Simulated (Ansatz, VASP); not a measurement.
Si7P: VASP beside Ansatz

The input INCAR:

```
SYSTEM = Si7P
PREC = Accurate
ENCUT = 520
EDIFF = 1E-6
ISMEAR = -1
SIGMA = 0.0272
LREAL = .False.
LASPH = .True.
NELM = 100
ALGO = Normal
ISIF = 2
LWAVE = .False.
LCHARG = .False.
NBANDS = 26
```

KPOINTS

```
Automatic mesh
0
Gamma
  4 4 4
  0 0 0
```

The input POSCAR:

```
Si7P
1.0
    5.4709431802      0.0000000000      0.0000000000
    0.0000000000      5.4709431802      0.0000000000
    0.0000000000      0.0000000000      5.4709431802
P Si
1 7
Direct
    0.8750000000      0.3750000000      0.3750000000
    0.3750000000      0.8750000000      0.3750000000
    0.3750000000      0.3750000000      0.8750000000
    0.8750000000      0.8750000000      0.8750000000
    0.1250000000      0.1250000000      0.1250000000
    0.6250000000      0.6250000000      0.1250000000
    0.6250000000      0.1250000000      0.6250000000
    0.1250000000      0.6250000000      0.6250000000
```

Input for Ansatz:

```yaml
crystal:
  lattice:
    - [5.4709431802, 0.0, 0.0]
    - [0.0, 5.4709431802, 0.0]
    - [0.0, 0.0, 5.4709431802]
  atoms:
    - { symbol: P, position: [0.875, 0.375, 0.375] }
    - { symbol: Si, position: [0.375, 0.875, 0.375] }
    - { symbol: Si, position: [0.375, 0.375, 0.875] }
    - { symbol: Si, position: [0.875, 0.875, 0.875] }
    - { symbol: Si, position: [0.125, 0.125, 0.125] }
    - { symbol: Si, position: [0.625, 0.625, 0.125] }
    - { symbol: Si, position: [0.625, 0.125, 0.625] }
    - { symbol: Si, position: [0.125, 0.625, 0.625] }
kpoints:
  mp_grid: { grid: [4, 4, 4] }
scf:
  occupations: { method: fermi_dirac, width: 0.0272 }
hamiltonian:
  xc: lda
  pseudopotentials: { kind: all_electron, lapw: { basis_error: 0.001 } }
output:
  forces: true
  stress: true
  eigenvalues: true
```

Alike in both runs: task single point; functional LDA; k mesh 4 × 4 × 4; occupations fermi-dirac, width 0.0272 eV; no spin polarisation.

|  | VASP | Ansatz |
| --- | --- | --- |
| version | VASP 6.6.1 | Ansatz 0.2.0 |
| potentials or method | VASP PAW LDA potentials, release 64 (P, Si), cutoff 520 eV | all-electron LAPW, scalar-relativistic |

VASP gave:

- pressure (GPa): -5.5
- rms of the force components (eV/Å): 0.047

What did Ansatz give for the same quantities?

Pressure (GPa): -5.6; rms of the force components (eV/Å): 0.049.

LDA's correlation is that of Perdew and Zunger in VASP and of Perdew and Wang (1992) in Ansatz. Atom by atom the forces differ by 0.002 eV/Å (rms over components). Ansatz ran all-electron here, and VASP with PAW potentials.
